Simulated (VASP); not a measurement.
# Cu12Si in VASP: single point with PBE

Aim: the single point of Cu12Si with PBE.

Everything below comes from runs of VASP 6.6.1. Logs are shortened: lines on timing, memory, paths and dates and some standing lists are left out, and cuts for length are marked.

## Step 1: The cell of the first run

The cell holds a slab with vacuum, 13 atoms: a = 5.133 Å, b = 5.133 Å, c = 19.029 Å, α = 90.00°, β = 90.00°, γ = 90.00°.

## Step 2: Single point, PBE

File INCAR:

```
SYSTEM = Cu12Si
ALGO = Normal
DIPOL = 0.5 0.5 0.318
EDIFF = 1E-6
ENCUT = 520
GGA = PE
IDIPOL = 3
ISIF = 2
ISMEAR = 0
LASPH = .True.
LCHARG = .True.
LDIPOL = .True.
LELF = .True.
LREAL = .False.
LVACPOTAV = .True.
LVHAR = .True.
LWAVE = .False.
NBANDS = 80
NELM = 80
PREC = Accurate
SIGMA = 0.1
```

File KPOINTS:

```
k-points
0
Gamma
  5 5 1
  0 0 0
```

File POSCAR:

```
Cu12Si
1.0
    5.1332392713      0.0000000000      0.0000000000
    0.0000000000      5.1332392713      0.0000000000
    0.0000000000      0.0000000000     19.0289058448
Cu Si
12 1
Direct
    0.2500000000      0.2500000000      0.2102065160
    0.2500000000      0.7500000000      0.2102065160
    0.7500000000      0.2500000000      0.2102065160
    0.7500000000      0.7500000000      0.2102065160
    0.0000000000      0.0000000000      0.3029343270
    0.0000000000      0.5000000000      0.3029343270
    0.5000000000      0.0000000000      0.3029343270
    0.5000000000      0.5000000000      0.3029343270
    0.2500000000      0.2500000000      0.3956562666
    0.2500000000      0.7500000000      0.3956562666
    0.7500000000      0.2500000000      0.3956562666
    0.7500000000      0.7500000000      0.3956562666
    0.3333333333      0.3333333333      0.5022546068
```

Potentials or basis: VASP PAW PBE potentials, release 64 (Cu, Si).

Launch:

```sh
$ cat potpaw_PBE.64/Cu/POTCAR potpaw_PBE.64/Si/POTCAR > POTCAR
$ mpirun -np 1 vasp_std > vasp.out
```

OUTCAR:

```text
SYSTEM = Cu12Si
   EDIFF = 1E-6
   ENCUT = 520
   GGA = PE
   ISIF = 2
   ISMEAR = 0
   LASPH = .True.
   LREAL = .False.
   NELM = 80
   PREC = Accurate

 ion  position               nearest neighbor table
   1  0.250  0.250  0.210-   5 2.53   6 2.53   7 2.53   8 2.53   2 2.57   3 2.57   2 2.57   3 2.57

   2  0.250  0.750  0.210-   5 2.53   6 2.53   7 2.53   8 2.53   1 2.57   4 2.57   1 2.57   4 2.57

   3  0.750  0.250  0.210-   5 2.53   6 2.53   7 2.53   8 2.53   1 2.57   4 2.57   4 2.57   1 2.57
[... 15 lines left out ...]
  11  0.750  0.250  0.396-   5 2.53   6 2.53   7 2.53   8 2.53   9 2.57  12 2.57  12 2.57   9 2.57

  12  0.750  0.750  0.396-   5 2.53   6 2.53   7 2.53   8 2.53  10 2.57  11 2.57  11 2.57  10 2.57

  13  0.333  0.333  0.502-   9 2.12

  LATTYP: Found a simple tetragonal cell.
 ALAT       =     5.1332392713
 C/A-ratio  =     3.7069976362

  Lattice vectors:

 A1 = (   5.1332392713,   0.0000000000,   0.0000000000)
 A2 = (   0.0000000000,   5.1332392713,   0.0000000000)
 A3 = (   0.0000000000,   0.0000000000,  19.0289058448)

Analysis of symmetry for initial positions (statically):
=====================================================================
 Subroutine PRICEL returns:
 Original cell was already a primitive cell.

 Routine SETGRP: Setting up the symmetry group for a
 simple tetragonal supercell.

 Subroutine GETGRP returns: Found  2 space group operations
 (whereof  2 operations were pure point group operations)
 out of a pool of 16 trial point group operations.

The static configuration has the point symmetry C_1h.

Analysis of symmetry for dynamics (positions and initial velocities):
=====================================================================
 Subroutine PRICEL returns:
 Original cell was already a primitive cell.

 Routine SETGRP: Setting up the symmetry group for a
 simple tetragonal supercell.

 Subroutine GETGRP returns: Found  2 space group operations
 (whereof  2 operations were pure point group operations)
 out of a pool of 16 trial point group operations.

The dynamic configuration has the point symmetry C_1h.

 Subroutine INISYM returns: Found  2 space group operations
 (whereof  2 operations are pure point group operations),
 and found     1 'primitive' translations

----------------------------------------------------------------------------------------

                                     Primitive cell

  volume of cell :     501.4144

  direct lattice vectors                    reciprocal lattice vectors
     5.133239271  0.000000000  0.000000000     0.194808764  0.000000000  0.000000000
     0.000000000  5.133239271  0.000000000     0.000000000  0.194808764  0.000000000
     0.000000000  0.000000000 19.028905845     0.000000000  0.000000000  0.052551629

  length of vectors
     5.133239271  5.133239271 19.028905845     0.194808764  0.194808764  0.052551629

  position of ions in fractional coordinates (direct lattice)
     0.250000000  0.250000000  0.210206516
     0.250000000  0.750000000  0.210206516
     0.750000000  0.250000000  0.210206516
     0.750000000  0.750000000  0.210206516
     0.000000000  0.000000000  0.302934327
     0.000000000  0.500000000  0.302934327
     0.500000000  0.000000000  0.302934327
     0.500000000  0.500000000  0.302934327
     0.250000000  0.250000000  0.395656267
     0.250000000  0.750000000  0.395656267
     0.750000000  0.250000000  0.395656267
     0.750000000  0.750000000  0.395656267
     0.333333333  0.333333333  0.502254607

  ion indices of the primitive-cell ions
   primitive index   ion index
                 1           1
                 2           2
                 3           3
                 4           4
                 5           5
                 6           6
                 7           7
                 8           8
                 9           9
                10          10
                11          11
                12          12
                13          13

----------------------------------------------------------------------------------------

 KPOINTS: k-points

Automatic generation of k-mesh.
 Grid dimensions read from file:
 generate k-points for:    5    5    1

 Generating k-lattice:

  Cartesian coordinates                     Fractional coordinates (reciprocal lattice)
     0.038961753  0.000000000  0.000000000     0.200000000  0.000000000  0.000000000
     0.000000000  0.038961753  0.000000000     0.000000000  0.200000000  0.000000000
     0.000000000  0.000000000  0.052551629     0.000000000  0.000000000  1.000000000

  Length of vectors
     0.038961753  0.038961753  0.052551629

  Shift w.r.t. Gamma in fractional coordinates (k-lattice)
     0.000000000  0.000000000  0.000000000

 Subroutine IBZKPT returns following result:
 ===========================================

 Found      9 irreducible k-points:

 Following reciprocal coordinates:
            Coordinates               Weight
  0.000000  0.000000  0.000000      1.000000
  0.200000  0.000000  0.000000      4.000000
  0.400000  0.000000  0.000000      4.000000
  0.200000  0.200000  0.000000      2.000000
 -0.200000  0.200000  0.000000      2.000000
  0.400000  0.200000  0.000000      4.000000
 -0.200000  0.400000  0.000000      4.000000
  0.400000  0.400000  0.000000      2.000000
 -0.400000  0.400000  0.000000      2.000000
   k-points           NKPTS =      9   k-points in BZ     NKDIM =      9   number of bands    NBANDS=     80
   number of dos      NEDOS =    301   number of ions     NIONS =     13
   total plane-waves  NPLWV = 230400
   dimension x,y,z NGX =    40 NGY =   40 NGZ =  144
   dimension x,y,z NGXF=    80 NGYF=   80 NGZF=  288
   ions per type =              12   1
   NGX,Y,Z   is equivalent  to a cutoff of  12.95, 12.95, 12.58 a.u.
   NGXF,Y,Z  is equivalent  to a cutoff of  25.91, 25.91, 25.16 a.u.
 SYSTEM =  Cu12Si
   PREC   = accura    normal or accurate (medium, high low for compatibility)
   ISTART =      0    job   : 0-new  1-cont  2-samecut
   ICHARG =      2    charge: 1-file 2-atom 10-const
   ISPIN  =      1    spin polarized calculation?
   LNONCOLLINEAR =      F non collinear calculations
   LSORBIT =      F    spin-orbit coupling
   LASPH  =      T    aspherical Exc in radial PAW
   ENCUT  =  520.0 eV  38.22 Ry    6.18 a.u.   9.54  9.54 35.38*2*pi/ulx,y,z
   NELM   =     80;   NELMIN=  2; NELMDL= -5     # of ELM steps
   EDIFF  = 0.1E-05   stopping-criterion for ELM
   LREAL  =      F    real-space projection
   EDIFFG = 0.1E-04   stopping-criterion for IOM
   NSW    =      0    number of steps for IOM
   IBRION =     -1    ionic relax: 0-MD 1-quasi-New 2-CG
   NFREE  =      0    steps in history (QN), initial steepest desc. (CG)
   ISIF   =      2    stress and relaxation
   ISYM   =      2    0-nonsym 1-usesym 2-fastsym
   POTIM  = 0.5000    time-step for ionic-motion
   TEBEG  =    0.0;   TEEND  =   0.0 temperature during run
   PSTRESS=    0.0 pullay stress
   NELECT =     136.0000    total number of electrons
   NUPDOWN=      -1.0000    fix difference up-down
   EMIN   =  10.00;   EMAX   =-10.00  energy-range for DOS
   EFERMI =   0.00;   METHOD = LEGACY
   ISMEAR =     0;   SIGMA  =   0.10  broadening in eV -4-tet -1-fermi 0-gaus
   EFERMI_NEDOS =   21; number of points for ismear=-14 and -15
   IALGO  =     38    algorithm
   IMIX   =      4    mixing-type and parameters
     AMIX     =   0.40;   BMIX     =  1.00
     AMIX_MAG =   1.60;   BMIX_MAG =  1.00
  volume/ion in A,a.u.               =      38.57       260.29
  Fermi-wavevector in a.u.,A,eV,Ry     =   1.059714  2.002570 15.279271  1.122995
  Thomas-Fermi vector in A             =   2.195070
   LORBIT       =      0    0 simple, 1 ext, 2 COOP (PROOUT), +10 PAW based schemes
   GGA     = PE    functional components
   LHFCALC =     F    Hartree Fock is set to
   AEXX    =    0.0000 exact exchange contribution
   IVDW    =     0    specifies the selected vdW correction
   LEPSILON=     F    determine dielectric tensor
   LRPA    =     F    only Hartree local field effects (RPA)
 non-spin polarized calculation
 Gauss-broadening in eV      SIGMA  =   0.10
  energy-cutoff  :      520.00
  volume of cell :      501.41
 maximum number of plane-waves:     13595
 NGX is ok and might be reduce to    40
   NGX = 19   NGY = 19   NGZ = 71

 dipolmoment           0.000000      0.000000     -0.001736 electrons x Angstroem

 number of electron     135.9999786 magnetization

 dipolmoment           0.000000      0.000000      0.006778 electrons x Angstroem

 Free energy of the ion-electron system (eV)
  ---------------------------------------------------
  ext. energy  EPLUGINS =         0.00000000
  ---------------------------------------------------
  free energy    TOTEN  =       -43.92228969 eV

  energy without entropy =      -43.88925379  energy(sigma->0) =      -43.90577174

 E-fermi :  -0.6670     XC(G=0):  -5.0976

 val. band max:       -0.7179197872   @ k =   0.2000   0.0000   0.0000
 cond. band min:      -0.6496959157   @ k =   0.4000   0.2000   0.0000
 fundamental gap:      0.0682238715
 Fermi energy:        -0.6670082600

 k-point     1 :       0.0000    0.0000    0.0000
  band No.  band energies     occupation
      1      -9.2890      2.00000
      2      -8.0463      2.00000
      3      -6.2132      2.00000
      4      -5.6036      2.00000
      5      -5.5955      2.00000
      6      -5.4132      2.00000
[... 736 lines left out ...]
     79       4.9669      0.00000
     80       5.0057      0.00000

------------------------ aborting loop because EDIFF is reached ----------------------------------------

  FORCE on cell =-STRESS in cart. coord.  units (eV):
  Direction    XX          YY          ZZ          XY          YZ          ZX
  --------------------------------------------------------------------------------------
  -------------------------------------------------------------------------------------
  Total       -4.9231471     -4.9231471      1.6521215      0.2235447      1.0040922      1.0040925
  in kB      -15.7310083    -15.7310083      5.2790496      0.7142960      3.2083915      3.2083923
  external PRESSURE =      -8.7276557 kB  Pullay stress =       0.0000000 kB

 VOLUME and BASIS-vectors are now :
 -----------------------------------------------------------------------------
  energy-cutoff  :      520.00
  volume of cell :      501.41
      direct lattice vectors                 reciprocal lattice vectors
     5.133239271  0.000000000  0.000000000     0.194808764  0.000000000  0.000000000
     0.000000000  5.133239271  0.000000000     0.000000000  0.194808764  0.000000000
     0.000000000  0.000000000 19.028905845     0.000000000  0.000000000  0.052551629

 POSITION                                       TOTAL-FORCE (eV/Angst)
 -----------------------------------------------------------------------------------
      1.28331      1.28331      4.00000        -0.041155     -0.041155      0.015113
      1.28331      3.84993      4.00000        -0.050258      0.040590     -0.036843
      3.84993      1.28331      4.00000         0.040590     -0.050258     -0.036843
      3.84993      3.84993      4.00000         0.049448      0.049448     -0.046310
      0.00000      0.00000      5.76451        -0.060991     -0.060991     -0.184667
      0.00000      2.56662      5.76451        -0.038289      0.061189     -0.165722
      2.56662      0.00000      5.76451         0.061189     -0.038289     -0.165722
      2.56662      2.56662      5.76451         0.043518      0.043518     -0.214416
      1.28331      1.28331      7.52891        -0.388771     -0.388771     -0.792121
      1.28331      3.84993      7.52891         0.025529     -0.116776      0.671705
      3.84993      1.28331      7.52891        -0.116776      0.025529      0.671705
      3.84993      3.84993      7.52891        -0.021156     -0.021156      0.246061
      1.71108      1.71108      9.55736         0.497121      0.497121      0.038060
 -----------------------------------------------------------------------------------
    total drift:                               -0.000149     -0.000149     -0.001665

  FREE ENERGIE OF THE ION-ELECTRON SYSTEM (eV)
  ---------------------------------------------------
  free  energy   TOTEN  =       -43.9222896886 eV

  energy  without entropy=      -43.8892537855  energy(sigma->0) =      -43.90577174

 vacuum level on the upper side and lower side of the slab         3.954         3.908
```

Run time: 18 min. Hardware: 1 thread of Intel Xeon 8259CL, shared host; peak memory 0.67 GiB.

What came out:

```
Free energy            : -43.9223 eV
Largest force          : 0.964 eV/Å
Band gap on the k mesh : zero (bands 68 and 69 overlap by 0.37 eV)
```

Forces on the atoms (eV/Å):
```
Cu  -0.041 -0.041  0.015
Cu  -0.050  0.041 -0.037
Cu   0.041 -0.050 -0.037
Cu   0.049  0.049 -0.046
Cu  -0.061 -0.061 -0.185
Cu  -0.038  0.061 -0.166
Cu   0.061 -0.038 -0.166
Cu   0.044  0.044 -0.214
Cu  -0.389 -0.389 -0.792
Cu   0.026 -0.117  0.672
Cu  -0.117  0.026  0.672
Cu  -0.021 -0.021  0.246
Si   0.497  0.497  0.038
```

Levels at points of the mesh, in eV from the Fermi level:
```
           k point  band 65  band 66  band 67  band 68  band 69  band 70  band 71  band 72
(0.00, 0.00, 0.00)    -0.66    -0.65    -0.29    -0.27    -0.06    -0.06     0.54     1.29
```

The gap in the log of VASP goes by the Fermi energy; the results here count the filled bands.